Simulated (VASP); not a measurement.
Here is a VASP 6.6.1 calculation.

INCAR

```
SYSTEM = V
  PREC = Accurate
  ENCUT = 520
  EDIFF = 1E-6
  ISMEAR = -1
  SIGMA = 0.05
  LREAL = .False.
  LASPH = .True.
  NELM = 80
  ALGO = Normal
  ISIF = 2
  LWAVE = .False.
  LCHARG = .False.
  NBANDS = 20
```

KPOINTS

```
Automatic mesh
0
Gamma
  13 13 13
  0 0 0
```

Contents of POSCAR:

```
V
1.0
    0.0000000000      2.2399697332      2.2399697332
    2.2399697332      0.0000000000      2.2399697332
    2.2399697332      2.2399697332      0.0000000000
V
2
Direct
   -0.1250000000     -0.1250000000     -0.1250000000
    0.1250000000      0.1250000000      0.1250000000
```

Potentials or basis: VASP PAW LDA potentials, release 64 (V_sv).

Launch:

```sh
$ cat potpaw_LDA.64/V_sv/POTCAR > POTCAR
$ mpirun -np 1 vasp_std > vasp.out
```

**Question.** What does it give for the pressure?

**Answer.** 79.6 GPa.

**Question.** What does it give for the band gap on the k mesh?

**Answer.** Zero (bands 13 and 14 overlap by 2.61 eV).

Caveat: atoms lie so close that the PAW spheres overlap strongly, which falsifies energies and pressures; the cell stands under pressure.
